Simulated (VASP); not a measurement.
# Ti in VASP: notebook, part 2 of 2

VASP 6.6.1. The steps go on from the part before.

### 3 Single point, r2SCAN (biaxial strain in the a-b plane: -4.0 %)

File POSCAR:

```
Ti
1.0
    1.9729455508      1.9729455508      0.0000000000
   -1.9729455508      1.9729455508      0.0000000000
    0.0000000000      0.0000000000      4.2089505083
Ti
2
Direct
    0.0000000000      0.0000000000      0.0000000000
    0.5000000000      0.5000000000      0.5000000000
```

File INCAR.step1:

```
PREC = Accurate
ENCUT = 520
ISMEAR = 0
SIGMA = 0.1
LREAL = F
LASPH = T
NELM = 100
NBANDS = 19
GGA = PE
ALGO = Normal
EDIFF = 1E-4
LWAVE = T
LCHARG = F
```

File INCAR.step2:

```
PREC = Accurate
ENCUT = 520
EDIFF = 1E-6
ISMEAR = 0
SIGMA = 0.1
LREAL = F
LASPH = T
NELM = 100
ALGO = Normal
ISIF = 2
LWAVE = F
LCHARG = F
METAGGA = R2SCAN
LMIXTAU = T
NBANDS = 19
ISTART = 1
```

File KPOINTS:

```
Automatic mesh
0
Gamma
  18 18 12
```

Potentials or basis: VASP PAW PBE potentials, release 64 (Ti_sv).

The run is started by

```console
> cat potpaw_PBE.64/Ti_sv/POTCAR > POTCAR
> cp INCAR.step1 INCAR
> mpirun -np 1 vasp_std > vasp.out
> cp INCAR.step2 INCAR
> mpirun -np 1 vasp_std > vasp.out
```

OUTCAR:

```text
PREC = Accurate
   ENCUT = 520
   EDIFF = 1E-6
   ISMEAR = 0
   LREAL = F
   LASPH = T
   NELM = 100
   ISIF = 2
   METAGGA = R2SCAN
   ISTART = 1

 ion  position               nearest neighbor table
   1  0.000  0.000  0.000-   2 2.88   2 2.88   2 2.88   2 2.88   2 2.88   2 2.88   2 2.88   2 2.88

   2  0.500  0.500  0.500-   1 2.88   1 2.88   1 2.88   1 2.88   1 2.88   1 2.88   1 2.88   1 2.88

  LATTYP: Found a simple tetragonal cell.
 ALAT       =     2.7901663558
 C/A-ratio  =     1.5084944665

  Lattice vectors:

 A1 = (   1.9729455508,   1.9729455508,   0.0000000000)
 A2 = (  -1.9729455508,   1.9729455508,   0.0000000000)
 A3 = (   0.0000000000,   0.0000000000,   4.2089505083)

Analysis of symmetry for initial positions (statically):
=====================================================================
 Subroutine PRICEL returns following result:

  LATTYP: Found a body centered tetragonal cell.
 ALAT       =     2.7901663558
 C/A-ratio  =     1.5084944665

  Lattice vectors:

 A1 = (   1.9729455508,   0.0000000000,  -2.1044752542)
 A2 = (  -1.9729455508,   0.0000000000,  -2.1044752541)
 A3 = (   0.0000000000,   1.9729455508,   2.1044752541)

   2 primitive cells build up your supercell.

 Routine SETGRP: Setting up the symmetry group for a
 simple tetragonal supercell.

 Subroutine GETGRP returns: Found 16 space group operations
 (whereof 16 operations were pure point group operations)
 out of a pool of 16 trial point group operations.

The static configuration has the point symmetry D_4h.

Analysis of symmetry for dynamics (positions and initial velocities):
=====================================================================
 Subroutine PRICEL returns following result:
[... 124 lines left out ...]
   ISIF   =      2    stress and relaxation
   ISYM   =      2    0-nonsym 1-usesym 2-fastsym
   POTIM  = 0.5000    time-step for ionic-motion
   TEBEG  =    0.0;   TEEND  =   0.0 temperature during run
   PSTRESS=    0.0 pullay stress
   NELECT =      24.0000    total number of electrons
   NUPDOWN=      -1.0000    fix difference up-down
   EMIN   =  10.00;   EMAX   =-10.00  energy-range for DOS
   EFERMI =   0.00;   METHOD = LEGACY
   ISMEAR =     0;   SIGMA  =   0.10  broadening in eV -4-tet -1-fermi 0-gaus
   EFERMI_NEDOS =   21; number of points for ismear=-14 and -15
   IALGO  =     38    algorithm
   IMIX   =      4    mixing-type and parameters
     AMIX     =   0.40;   BMIX     =  1.00
     AMIX_MAG =   1.60;   BMIX_MAG =  1.00
  volume/ion in A,a.u.               =      16.38       110.56
  Fermi-wavevector in a.u.,A,eV,Ry     =   1.475708  2.788685 29.629618  2.177716
  Thomas-Fermi vector in A             =   2.590325
   LORBIT       =      0    0 simple, 1 ext, 2 COOP (PROOUT), +10 PAW based schemes
   METAGGA = R2SCAN    functional components
   LHFCALC =     F    Hartree Fock is set to
   AEXX    =    0.0000 exact exchange contribution
   IVDW    =     0    specifies the selected vdW correction
   LEPSILON=     F    determine dielectric tensor
   LRPA    =     F    only Hartree local field effects (RPA)
 non-spin polarized calculation
 Gauss-broadening in eV      SIGMA  =   0.10
  energy-cutoff  :      520.00
  volume of cell :       32.77
 maximum number of plane-waves:       900
 NGX is ok and might be reduce to    24

 number of electron      23.9999989 magnetization

 Free energy of the ion-electron system (eV)
  ---------------------------------------------------
  ext. energy  EPLUGINS =         0.00000000
  ---------------------------------------------------
  free energy    TOTEN  =       -25.70938326 eV

  energy without entropy =      -25.69282328  energy(sigma->0) =      -25.70110327

 E-fermi :   8.8659     XC(G=0): -12.7131

 val. band max:        8.8644338399   @ k =   0.1667   0.1111   0.3333
 cond. band min:       8.8662071909   @ k =   0.2222   0.0000   0.3333
 fundamental gap:      0.0017733510
 Fermi energy:         8.8658847635

 k-point     1 :       0.0000    0.0000    0.0000
  band No.  band energies     occupation
      1     -50.0659      2.00000
      2     -49.8767      2.00000
      3     -25.5671      2.00000
      4     -25.0297      2.00000
      5     -25.0297      2.00000
      6     -24.7988      2.00000
[... 505 lines left out ...]
      6     -24.9849      2.00000
[... 11 lines left out ...]
     18      12.5542      0.00000
     19      12.6771      0.00000

 [... further k-points ...]
[... 5 lines left out ...]
  --------------------------------------------------------------------------------------
  -------------------------------------------------------------------------------------
  Total        1.6554085      1.6554085      1.2477061      0.0000000     -0.0000000     -0.0000000
  in kB       80.9434565     80.9434565     61.0082937      0.0000000     -0.0000000     -0.0000000
  external PRESSURE =      74.2984022 kB  Pullay stress =       0.0000000 kB

 VOLUME and BASIS-vectors are now :
 -----------------------------------------------------------------------------
  energy-cutoff  :      520.00
  volume of cell :       32.77
      direct lattice vectors                 reciprocal lattice vectors
     1.972945551  1.972945551  0.000000000     0.253428180  0.253428180  0.000000000
    -1.972945551  1.972945551  0.000000000    -0.253428180  0.253428180  0.000000000
     0.000000000  0.000000000  4.208950508     0.000000000  0.000000000  0.237588919

 POSITION                                       TOTAL-FORCE (eV/Angst)
 -----------------------------------------------------------------------------------
      0.00000      0.00000      0.00000        -0.000000     -0.000000      0.000000
      0.00000      1.97295      2.10448         0.000000      0.000000     -0.000000
 -----------------------------------------------------------------------------------
    total drift:                               -0.000000      0.000000     -0.000000

  FREE ENERGIE OF THE ION-ELECTRON SYSTEM (eV)
  ---------------------------------------------------
  free  energy   TOTEN  =       -25.7093832612 eV

  energy  without entropy=      -25.6928232758  energy(sigma->0) =      -25.70110327
```

OUTCAR.step1:

```text
PREC = Accurate
   ENCUT = 520
   ISMEAR = 0
   LREAL = F
   LASPH = T
[... 771 lines left out ...]
 -----------------------------------------------------------------------------------
      0.00000      0.00000      0.00000         0.000000      0.000000     -0.000000
      0.00000      1.97295      2.10448        -0.000000     -0.000000      0.000000
 -----------------------------------------------------------------------------------
    total drift:                               -0.000000      0.000000     -0.000000

  FREE ENERGIE OF THE ION-ELECTRON SYSTEM (eV)
  ---------------------------------------------------
  free  energy   TOTEN  =       -15.5148523930 eV

  energy  without entropy=      -15.4969925793  energy(sigma->0) =      -15.50592249
```

Wall time 7.2 min (1 thread of Intel Xeon 6975P-C, shared host); peak memory 0.31 GiB.

What came out:

- Free energy: -25.7094 eV
- Pressure: 7.4 GPa
- Band gap on the k mesh: zero (band 12 reaches 9.74 eV, above the bottom of band 13 at 8.26 eV)

Caveat: the cell differs from its parent crystal (biaxial strain in the a-b plane: -4.0 %); the PAW data sets were made with another functional, which shifts forces and pressure a little.

### 4 Relaxation of cell and atoms, r2SCAN

This run uses another cell than the first one: it holds 1 atom, not 2.

File POSCAR:

```
Ti
1.0
    0.0000000000      2.0300000000      2.0300000000
    2.0300000000      0.0000000000      2.0300000000
    2.0300000000      2.0300000000      0.0000000000
Ti
1
Direct
    0.0000000000      0.0000000000      0.0000000000
```

File INCAR.step1:

```
PREC = Accurate ; ENCUT = 600
ISMEAR = 0 ; SIGMA = 0.1
LREAL = False ; LASPH = True
NELM = 100 ; GGA = PE
ALGO = Normal ; EDIFF = 1E-4
LWAVE = True ; LCHARG = False
```

File INCAR.step2:

```
PREC = Accurate ; ENCUT = 600
EDIFF = 1E-6 ; ISMEAR = 0
SIGMA = 0.1 ; LREAL = False
LASPH = True ; NELM = 100
ALGO = Normal ; ISIF = 3
LWAVE = False ; LCHARG = False
METAGGA = R2SCAN ; LMIXTAU = True
IBRION = 2 ; NSW = 100
EDIFFG = -0.005 ; ISTART = 1
```

File KPOINTS:

```
Automatic mesh
0
Gamma
  18 18 18
```

Potentials or basis: VASP PAW PBE potentials, release 64 (Ti_sv).

The run is started by

```console
> cat potpaw_PBE.64/Ti_sv/POTCAR > POTCAR
> cp INCAR.step1 INCAR
> mpirun -np 1 vasp_std > vasp.out
> cp INCAR.step2 INCAR
> mpirun -np 1 vasp_std > vasp.out
```

OUTCAR:

```text
PREC = Accurate
   ENCUT = 600
   EDIFF = 1E-6
   ISMEAR = 0
   LREAL = False
   LASPH = True
   NELM = 100
   ISIF = 3
   METAGGA = R2SCAN
   IBRION = 2
   NSW = 100
   EDIFFG = -0.005
   ISTART = 1

 ion  position               nearest neighbor table
   1  0.000  0.000  0.000-

  LATTYP: Found a face centered cubic cell.
 ALAT       =     4.0600000000

  Lattice vectors:

 A1 = (   0.0000000000,   2.0300000000,   2.0300000000)
 A2 = (   2.0300000000,   0.0000000000,   2.0300000000)
 A3 = (   2.0300000000,   2.0300000000,   0.0000000000)

Analysis of symmetry for initial positions (statically):
=====================================================================
 Subroutine PRICEL returns:
 Original cell was already a primitive cell.

 Routine SETGRP: Setting up the symmetry group for a
 face centered cubic supercell.

 Subroutine GETGRP returns: Found 48 space group operations
 (whereof 48 operations were pure point group operations)
 out of a pool of 48 trial point group operations.

The static configuration has the point symmetry O_h .

Analysis of symmetry for dynamics (positions and initial velocities):
=====================================================================
 Subroutine PRICEL returns:
 Original cell was already a primitive cell.

 Routine SETGRP: Setting up the symmetry group for a
 face centered cubic supercell.

 Subroutine GETGRP returns: Found 48 space group operations
 (whereof 48 operations were pure point group operations)
 out of a pool of 48 trial point group operations.

The dynamic configuration has the point symmetry O_h .

 Subroutine INISYM returns: Found 48 space group operations
 (whereof 48 operations are pure point group operations),
 and found     1 'primitive' translations

[... 134 lines left out ...]

 Free energy of the ion-electron system (eV)
  ---------------------------------------------------
  ext. energy  EPLUGINS =         0.00000000
  ---------------------------------------------------
  free energy    TOTEN  =       -12.87275841 eV

  energy without entropy =      -12.86544859  energy(sigma->0) =      -12.86910350

------------------------ aborting loop because EDIFF is reached ----------------------------------------

  FORCE on cell =-STRESS in cart. coord.  units (eV):
  Direction    XX          YY          ZZ          XY          YZ          ZX
  --------------------------------------------------------------------------------------
  -------------------------------------------------------------------------------------
  Total        0.5107462      0.5107462      0.5107462     -0.0000000      0.0000000     -0.0000000
  in kB       48.9099988     48.9099988     48.9099988     -0.0000000      0.0000000     -0.0000000
  external PRESSURE =      48.9099988 kB  Pullay stress =       0.0000000 kB
[... 86 lines left out ...]
  FREE ENERGIE OF THE ION-ELECTRON SYSTEM (eV)
  ---------------------------------------------------
  free  energy   TOTEN  =       -12.8831960087 eV

  energy  without entropy=      -12.8758017578  energy(sigma->0) =      -12.87949888

[... ionic steps 4 to 15 ...]

--------------------------------------- Ionic step       16  -------------------------------------------

 number of electron      12.0000002 magnetization

------------------------ aborting loop because EDIFF is reached ----------------------------------------
[... 65 lines left out ...]
--------------------------------------- Ionic step       18  -------------------------------------------

 number of electron      12.0000002 magnetization

 Free energy of the ion-electron system (eV)
  ---------------------------------------------------
  ext. energy  EPLUGINS =         0.00000000
  ---------------------------------------------------
  free energy    TOTEN  =       -12.88319023 eV

  energy without entropy =      -12.87579221  energy(sigma->0) =      -12.87949122

 E-fermi :   8.1781     XC(G=0): -12.3892

 val. band max:        8.1689841052   @ k =  -0.3889   0.3889   0.1667
 cond. band min:       8.1910015064   @ k =   0.2778   0.0000   0.0000
 fundamental gap:      0.0220174012
 Fermi energy:         8.1780933283

 k-point     1 :       0.0000    0.0000    0.0000
  band No.  band energies     occupation
      1     -50.8777      2.00000
      2     -25.6860      2.00000
      3     -25.6859      2.00000
      4     -25.6859      2.00000
      5       1.7219      2.00000
      6       9.1764      0.00000
      7       9.1764      0.00000
      8       9.1764      0.00000
      9      10.9714      0.00000
     10      10.9715      0.00000
[... 287 lines left out ...]
 k-point    24 :      -0.2222    0.0556    0.0000
  band No.  band energies     occupation
      1     -50.8162      2.00000
      2     -26.0177      2.00000
      3     -25.7493      2.00000
      4     -25.7201      2.00000
      5       3.5454      2.00000
      6       8.2727      0.18087
      7       9.4354      0.00000
      8       9.5421      0.00000
      9      10.7310      0.00000
     10      11.2239      0.00000

 [... further k-points ...]
[... 5 lines left out ...]
  --------------------------------------------------------------------------------------
  -------------------------------------------------------------------------------------
  Total        0.0021349      0.0021349      0.0021349     -0.0000000      0.0000000     -0.0000000
  in kB        0.1960330      0.1960330      0.1960330     -0.0000000      0.0000000     -0.0000000
  external PRESSURE =       0.1960330 kB  Pullay stress =       0.0000000 kB
[... 16 lines left out ...]
  FREE ENERGIE OF THE ION-ELECTRON SYSTEM (eV)
  ---------------------------------------------------
  free  energy   TOTEN  =       -12.8831902252 eV

  energy  without entropy=      -12.8757922120  energy(sigma->0) =      -12.87949122

 reached required accuracy - stopping structural energy minimisation
```

OSZICAR.step1:

```text
N       E                     dE             d eps       ncg     rms          rms(c)
DAV:   1     0.828100416274E+02    0.82810E+02   -0.75196E+03  3900   0.162E+03
DAV:   2    -0.412537218414E+01   -0.86935E+02   -0.85476E+02  3986   0.331E+02
DAV:   3    -0.858936236631E+01   -0.44640E+01   -0.44091E+01  5300   0.770E+01
DAV:   4    -0.872787512232E+01   -0.13851E+00   -0.13816E+00  4494   0.116E+01
DAV:   5    -0.873243090884E+01   -0.45558E-02   -0.45547E-02  4988   0.174E+00    0.863E+00
DAV:   6    -0.777589807481E+01    0.95653E+00   -0.31954E+00  3966   0.253E+01    0.235E+00
DAV:   7    -0.776299271525E+01    0.12905E-01   -0.16019E-01  4168   0.467E+00    0.131E+00
DAV:   8    -0.777385249582E+01   -0.10860E-01   -0.44669E-02  4296   0.306E+00    0.189E-01
DAV:   9    -0.777405444676E+01   -0.20195E-03   -0.62800E-03  4278   0.989E-01    0.832E-02
DAV:  10    -0.777411566016E+01   -0.61213E-04   -0.41709E-04  4272   0.216E-01
   1 F= -.77741157E+01 E0= -.77698570E+01  d E =-.851733E-02
```

It took 15 min on 1 thread of Intel Xeon Platinum 8488C (Sapphire Rapids), shared host; peak memory 0.18 GiB.

Results:

| Property | Result |
| --- | --- |
| Free energy | -12.8832 eV |
| Relaxed volume | 17.45 Å³/atom |
| Relaxed cell | a = 2.911 Å, b = 2.911 Å, c = 2.911 Å, α = 60.00°, β = 60.00°, γ = 60.00° |
| Space group after relaxing (to 0.05 Å) | Fm-3m (No. 225) |
| Energy gained by relaxing | 10.4 meV/atom |
| Ionic steps | 18 |
| Pressure after relaxing | 0.0 GPa |
| Band gap on the k mesh | zero (band 6 reaches 9.18 eV, above the bottom of band 7 at 7.76 eV) |

The path:
| step | energy change (eV) | largest force (eV/Å) | pressure (GPa) | volume (Å³) |
| --- | --- | --- | --- | --- |
| 1 | 0.0000 | 0.0000 | 4.89 | 16.73 |
| 2 | -0.0044 | 0.0000 | -3.35 | 18.00 |
| 3 | -0.0104 | 0.0000 | -0.07 | 17.44 |
| 4 | -0.0104 | 0.0000 | 0.06 | 17.42 |
| 5 | -0.0104 | 0.0000 | 0.07 | 17.42 |
| 6 | -0.0104 | 0.0000 | 0.08 | 17.42 |
| 7 | -0.0104 | 0.0000 | 0.07 | 17.42 |
| 8 | -0.0104 | 0.0000 | 0.07 | 17.42 |
| 9 | -0.0104 | 0.0000 | 0.07 | 17.42 |
| 10 | -0.0104 | 0.0000 | 0.07 | 17.42 |
| 11 | -0.0104 | 0.0000 | 0.07 | 17.42 |
| 12 | -0.0104 | 0.0000 | 0.07 | 17.42 |
| 13 | -0.0104 | 0.0000 | 0.08 | 17.42 |
| 14 | -0.0104 | 0.0000 | 0.07 | 17.43 |
| 15 | -0.0104 | 0.0000 | 0.07 | 17.43 |
| 16 | -0.0104 | 0.0000 | 0.05 | 17.43 |
| 17 | -0.0104 | 0.0000 | 0.05 | 17.44 |
| 18 | -0.0104 | 0.0000 | 0.02 | 17.45 |

Final structure:
```
CELL_PARAMETERS angstrom
0.00000 2.05861 2.05861
2.05861 0.00000 2.05861
2.05861 2.05861 0.00000
ATOMIC_POSITIONS crystal
Ti 0.00000 0.00000 0.00000
```

Caveat: the PAW data sets were made with another functional, which shifts forces and pressure a little. Zero-point motion and thermal expansion aren't in these numbers.

### 5 Overview

```csv
task,cell,k mesh,cutoff (eV),smearing,gap on the mesh (eV),pressure (GPa)
single point,"a = 2.906, b = 2.906, c = 4.110 Å, 2 atoms",12 × 12 × 8,520,gaussian 0.15 eV,none,0.4
single point,"a = 2.790, b = 2.790, c = 4.209 Å, 2 atoms",18 × 18 × 12,520,gaussian 0.1 eV,none,7.4
relaxation of cell and atoms,"relaxed from a = 2.871 Å, angles 60.0°, 1 atom",18 × 18 × 18,600,gaussian 0.1 eV,none,0.0
```

Alike in all rows: level r2SCAN; potentials or basis VASP PAW PBE potentials, release 64 (Ti_sv); no spin polarisation.

Caveats: the PAW data sets were made with another functional, which shifts forces and pressure a little.

Absolute energies hang on the potentials; compare differences alone.
